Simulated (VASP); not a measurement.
# TiO (Cmmm) in VASP: single point with PBEsol

Aim: the single point of TiO with PBEsol.

Everything below comes from runs of VASP 6.6.1. Logs are shortened: lines on timing, memory, paths and dates and some standing lists are left out, and cuts for length are marked.

## 1. The cell of the first run

It takes space group Cmmm (No. 65, orthorhombic). Conventional cell: a = 5.633 Å, b = 5.776 Å, c = 4.034 Å, α = 90.00°, β = 90.00°, γ = 90.00°. Within 2.7 Å of Ti (site symmetry mmm) lie 4 O at 2.02 Å. Within 2.7 Å of Ti (site symmetry 2/m) lie 4 O at 2.02 Å. Within 2.7 Å of O (site symmetry 2/m) lie 4 Ti at 2.02 Å. O (site symmetry mmm) has 4 Ti at 2.02 Å within 2.7 Å.

## 2. Single point, PBEsol (strain +0.0250 x Voigt [0, 0, 0, 0, 0, 1])

Contents of INCAR:

```
SYSTEM = TiO
PREC = Accurate
ENCUT = 520
EDIFF = 1E-6
ISMEAR = 0
SIGMA = 0.15
LREAL = .FALSE.
LASPH = .TRUE.
NELM = 80
ALGO = Normal
ISIF = 2
LWAVE = .FALSE.
LCHARG = .TRUE.
GGA = PS
LELF = .TRUE.
LVHAR = .TRUE.
NBANDS = 36
```

Contents of KPOINTS:

```
regular mesh
0
G
  12 12 12
  0 0 0
```

Contents of POSCAR:

```
TiO
1.0
    4.0335084229      0.0504188553      0.0000000000
    0.0504188553      4.0335084229      0.0000000000
    0.0000000000      0.0000000000      4.0335084229
Ti O
3 3
Direct
    0.5000000000      0.5000000000      0.0000000000
    0.0000000000      0.5000000000      0.5000000000
    0.5000000000      0.0000000000      0.5000000000
    0.0000000000      0.5000000000      0.0000000000
    0.5000000000      0.0000000000      0.0000000000
    0.0000000000      0.0000000000      0.5000000000
```

Potentials or basis: VASP PAW PBE potentials, release 64 (Ti_sv, O).

On the command line:

```sh
$ cat potpaw_PBE.64/Ti_sv/POTCAR potpaw_PBE.64/O/POTCAR > POTCAR
$ mpirun -np 1 vasp_std > vasp.out
```

OUTCAR:

```text
SYSTEM = TiO
   PREC = Accurate
   ENCUT = 520
   EDIFF = 1E-6
   ISMEAR = 0
   LREAL = .FALSE.
   LASPH = .TRUE.
   NELM = 80
   ISIF = 2
   GGA = PS

 ion  position               nearest neighbor table
   1  0.500  0.500  0.000-   4 2.02   5 2.02   5 2.02   4 2.02   2 2.85   3 2.85   3 2.85   2 2.85
                             3 2.85   2 2.85   3 2.85   2 2.85
   2  0.000  0.500  0.500-   4 2.02   4 2.02   6 2.02   6 2.02   3 2.82   3 2.82   1 2.85   1 2.85
                             1 2.85   1 2.85   3 2.89   3 2.89
   3  0.500  0.000  0.500-   5 2.02   5 2.02   6 2.02   6 2.02   2 2.82   2 2.82   1 2.85   1 2.85
                             1 2.85   1 2.85   2 2.89   2 2.89
   4  0.000  0.500  0.000-   2 2.02   2 2.02   1 2.02   1 2.02
   5  0.500  0.000  0.000-   3 2.02   3 2.02   1 2.02   1 2.02
   6  0.000  0.000  0.500-   2 2.02   3 2.02   2 2.02   3 2.02

  LATTYP: Found a base centered orthorhombic cell.
 ALAT       =     5.6329392866
 B/A-ratio  =     1.0253164557
 C/A-ratio  =     0.7160574999

  Lattice vectors:

 A1 = (  -0.0504188553,  -4.0335084229,   0.0000000000)
 A2 = (   4.0335084229,   0.0504188553,   0.0000000000)
 A3 = (   0.0000000000,   0.0000000000,   4.0335084229)

Analysis of symmetry for initial positions (statically):
=====================================================================
 Subroutine PRICEL returns:
 Original cell was already a primitive cell.

 Routine SETGRP: Setting up the symmetry group for a
 base centered orthorhombic supercell.

 Subroutine GETGRP returns: Found  8 space group operations
 (whereof  8 operations were pure point group operations)
 out of a pool of  8 trial point group operations.

The static configuration has the point symmetry D_2h.

Analysis of symmetry for dynamics (positions and initial velocities):
=====================================================================
 Subroutine PRICEL returns:
 Original cell was already a primitive cell.

 Routine SETGRP: Setting up the symmetry group for a
 base centered orthorhombic supercell.

 Subroutine GETGRP returns: Found  8 space group operations
 (whereof  8 operations were pure point group operations)
 out of a pool of  8 trial point group operations.

The dynamic configuration has the point symmetry D_2h.

 Subroutine INISYM returns: Found  8 space group operations
 (whereof  8 operations are pure point group operations),
 and found     1 'primitive' translations

----------------------------------------------------------------------------------------

                                     Primitive cell

  volume of cell :      65.6117

  direct lattice vectors                    reciprocal lattice vectors
     4.033508423  0.050418855  0.000000000     0.247961866 -0.003099523  0.000000000
     0.050418855  4.033508423  0.000000000    -0.003099523  0.247961866  0.000000000
     0.000000000  0.000000000  4.033508423     0.000000000  0.000000000  0.247923122

  length of vectors
     4.033823528  4.033823528  4.033508423     0.247981237  0.247981237  0.247923122

  position of ions in fractional coordinates (direct lattice)
     0.500000000  0.500000000  0.000000000
     0.000000000  0.500000000  0.500000000
     0.500000000  0.000000000  0.500000000
     0.000000000  0.500000000  0.000000000
     0.500000000  0.000000000  0.000000000
     0.000000000  0.000000000  0.500000000

  ion indices of the primitive-cell ions
   primitive index   ion index
                 1           1
                 2           2
                 3           3
                 4           4
                 5           5
                 6           6

----------------------------------------------------------------------------------------

 KPOINTS: regular mesh

Automatic generation of k-mesh.
 Grid dimensions read from file:
 generate k-points for:   12   12   12

 Generating k-lattice:

  Cartesian coordinates                     Fractional coordinates (reciprocal lattice)
     0.020663489 -0.000258294  0.000000000     0.083333333  0.000000000  0.000000000
    -0.000258294  0.020663489  0.000000000     0.000000000  0.083333333  0.000000000
     0.000000000  0.000000000  0.020660260     0.000000000  0.000000000  0.083333333

  Length of vectors
     0.020665103  0.020665103  0.020660260

  Shift w.r.t. Gamma in fractional coordinates (k-lattice)
     0.000000000  0.000000000  0.000000000

 Subroutine IBZKPT returns following result:
 ===========================================

 Found    301 irreducible k-points:

 Following reciprocal coordinates:
            Coordinates               Weight
  0.000000  0.000000  0.000000      1.000000
  0.083333  0.000000  0.000000      4.000000
  0.166667  0.000000  0.000000      4.000000
  0.250000  0.000000  0.000000      4.000000
  0.333333  0.000000  0.000000      4.000000
  0.416667  0.000000  0.000000      4.000000
[... 16 lines left out ...]
  0.500000  0.166667  0.000000      4.000000
 -0.416667  0.166667  0.000000      4.000000
 [... further k-points ...]
   k-points           NKPTS =    301   k-points in BZ     NKDIM =    301   number of bands    NBANDS=     36
   number of dos      NEDOS =    301   number of ions     NIONS =      6
   total plane-waves  NPLWV =  27000
   dimension x,y,z NGX =    30 NGY =   30 NGZ =   30
   dimension x,y,z NGXF=    60 NGYF=   60 NGZF=   60
   ions per type =               3   3
   NGX,Y,Z   is equivalent  to a cutoff of  12.36, 12.36, 12.36 a.u.
   NGXF,Y,Z  is equivalent  to a cutoff of  24.73, 24.73, 24.73 a.u.
 SYSTEM =  TiO
   PREC   = accura    normal or accurate (medium, high low for compatibility)
   ISTART =      0    job   : 0-new  1-cont  2-samecut
   ICHARG =      2    charge: 1-file 2-atom 10-const
   ISPIN  =      1    spin polarized calculation?
   LNONCOLLINEAR =      F non collinear calculations
   LSORBIT =      F    spin-orbit coupling
   LASPH  =      T    aspherical Exc in radial PAW
   ENCUT  =  520.0 eV  38.22 Ry    6.18 a.u.   7.50  7.50  7.50*2*pi/ulx,y,z
   NELM   =     80;   NELMIN=  2; NELMDL= -5     # of ELM steps
   EDIFF  = 0.1E-05   stopping-criterion for ELM
   LREAL  =      F    real-space projection
   EDIFFG = 0.1E-04   stopping-criterion for IOM
   NSW    =      0    number of steps for IOM
   IBRION =     -1    ionic relax: 0-MD 1-quasi-New 2-CG
   NFREE  =      0    steps in history (QN), initial steepest desc. (CG)
   ISIF   =      2    stress and relaxation
   ISYM   =      2    0-nonsym 1-usesym 2-fastsym
   POTIM  = 0.5000    time-step for ionic-motion
   TEBEG  =    0.0;   TEEND  =   0.0 temperature during run
   PSTRESS=    0.0 pullay stress
   NELECT =      54.0000    total number of electrons
   NUPDOWN=      -1.0000    fix difference up-down
   EMIN   =  10.00;   EMAX   =-10.00  energy-range for DOS
   EFERMI =   0.00;   METHOD = LEGACY
   ISMEAR =     0;   SIGMA  =   0.15  broadening in eV -4-tet -1-fermi 0-gaus
   EFERMI_NEDOS =   21; number of points for ismear=-14 and -15
   IALGO  =     38    algorithm
   IMIX   =      4    mixing-type and parameters
     AMIX     =   0.40;   BMIX     =  1.00
     AMIX_MAG =   1.60;   BMIX_MAG =  1.00
  volume/ion in A,a.u.               =      10.94        73.79
  Fermi-wavevector in a.u.,A,eV,Ry     =   1.534190  2.899198 32.024551  2.353738
  Thomas-Fermi vector in A             =   2.641152
   LORBIT       =      0    0 simple, 1 ext, 2 COOP (PROOUT), +10 PAW based schemes
   GGA     = PS    functional components
   LHFCALC =     F    Hartree Fock is set to
   AEXX    =    0.0000 exact exchange contribution
   IVDW    =     0    specifies the selected vdW correction
   LEPSILON=     F    determine dielectric tensor
   LRPA    =     F    only Hartree local field effects (RPA)
 non-spin polarized calculation
 Gauss-broadening in eV      SIGMA  =   0.15
  energy-cutoff  :      520.00
  volume of cell :       65.61
 maximum number of plane-waves:      1789
 NGX is ok and might be reduce to    30
   NGX = 15   NGY = 15   NGZ = 15

 number of electron      53.9999976 magnetization

 Free energy of the ion-electron system (eV)
  ---------------------------------------------------
  ext. energy  EPLUGINS =         0.00000000
  ---------------------------------------------------
  free energy    TOTEN  =       -56.01470360 eV

  energy without entropy =      -55.95782073  energy(sigma->0) =      -55.98626216

 E-fermi :   8.3643     XC(G=0): -12.2568

 val. band max:        8.3641136423   @ k =  -0.3333   0.3333   0.2500
 cond. band min:       8.3658481146   @ k =   0.3333   0.3333   0.0833
 fundamental gap:      0.0017344722
 Fermi energy:         8.3643150854

 k-point     1 :       0.0000    0.0000    0.0000
  band No.  band energies     occupation
      1     -48.5592      2.00000
      2     -48.3941      2.00000
      3     -48.3889      2.00000
      4     -25.1941      2.00000
      5     -25.1891      2.00000
      6     -25.1881      2.00000
[... 28 lines left out ...]
     35      11.9491      0.00000
     36      11.9551      0.00000

 k-point     2 :       0.0833    0.0000    0.0000
  band No.  band energies     occupation
      1     -48.5567      2.00000
      2     -48.3949      2.00000
      3     -48.3905      2.00000
      4     -25.1897      2.00000
      5     -25.1846      2.00000
      6     -25.1841      2.00000
[... 28 lines left out ...]
     35      11.9321      0.00000
     36      11.9676      0.00000

 k-point     3 :       0.1667    0.0000    0.0000
  band No.  band energies     occupation
      1     -48.5493      2.00000
      2     -48.4006      2.00000
      3     -48.3919      2.00000
      4     -25.1795      2.00000
      5     -25.1719      2.00000
      6     -25.1698      2.00000
[... 28 lines left out ...]
     35      11.6861      0.00000
     36      11.6970      0.00000
[... 742 lines left out ...]
 k-point    23 :       0.5000    0.1667    0.0000
  band No.  band energies     occupation
      1     -48.4961      2.00000
      2     -48.4450      2.00000
      3     -48.3987      2.00000
      4     -25.2375      2.00000
      5     -25.0955      2.00000
      6     -25.0759      2.00000
[... 28 lines left out ...]
     35      11.1916      0.00000
     36      11.7299      0.00000

 k-point    24 :      -0.4167    0.1667    0.0000
  band No.  band energies     occupation
      1     -48.5010      2.00000
      2     -48.4402      2.00000
      3     -48.3987      2.00000
      4     -25.2331      2.00000
      5     -25.0882      2.00000
      6     -25.0788      2.00000
[... 28 lines left out ...]
     35      11.2357      0.00000
     36      11.7972      0.00000

 [... further k-points ...]
[... 5 lines left out ...]
  --------------------------------------------------------------------------------------
  -------------------------------------------------------------------------------------
  Total        0.2009656      0.2009656      0.2354120     -0.5466282      0.0000000      0.0000000
  in kB        4.9073970      4.9073970      5.7485472    -13.3481657      0.0000000      0.0000000
  external PRESSURE =       5.1877804 kB  Pullay stress =       0.0000000 kB

 VOLUME and BASIS-vectors are now :
 -----------------------------------------------------------------------------
  energy-cutoff  :      520.00
  volume of cell :       65.61
      direct lattice vectors                 reciprocal lattice vectors
     4.033508423  0.050418855  0.000000000     0.247961866 -0.003099523  0.000000000
     0.050418855  4.033508423  0.000000000    -0.003099523  0.247961866  0.000000000
     0.000000000  0.000000000  4.033508423     0.000000000  0.000000000  0.247923122

 POSITION                                       TOTAL-FORCE (eV/Angst)
 -----------------------------------------------------------------------------------
      2.04196      2.04196      0.00000         0.000000      0.000000      0.000000
      0.02521      2.01675      2.01675        -0.000000      0.000000      0.000000
      2.01675      0.02521      2.01675         0.000000      0.000000      0.000000
      0.02521      2.01675      0.00000        -0.000000      0.000000      0.000000
      2.01675      0.02521      0.00000        -0.000000      0.000000      0.000000
      0.00000      0.00000      2.01675        -0.000000      0.000000      0.000000
 -----------------------------------------------------------------------------------
    total drift:                                0.000000      0.000000     -0.000000

  FREE ENERGIE OF THE ION-ELECTRON SYSTEM (eV)
  ---------------------------------------------------
  free  energy   TOTEN  =       -56.0147035988 eV

  energy  without entropy=      -55.9578207270  energy(sigma->0) =      -55.98626216
```

It took 5 min on 1 thread of Intel Xeon 6975P-C (Granite Rapids), shared host; peak memory 0.58 GiB.

Results:

| Item | Value |
| --- | --- |
| Free energy | -56.0147 eV |
| Pressure | 0.5 GPa |
| Band gap on the k mesh | zero (bands 27 and 28 overlap by 1.97 eV) |

Stress tensor (GPa, compression positive):
```
 0.49 -1.33  0.00
-1.33  0.49  0.00
 0.00  0.00  0.57
```

Caveat: the cell differs from its parent crystal (strain +0.0250 x Voigt [0, 0, 0, 0, 0, 1]); the PAW data sets were made with another functional, which shifts forces and pressure a little; semilocal functionals often make such compounds metallic where correlation or magnetic order opens a gap, which also shifts bond lengths.
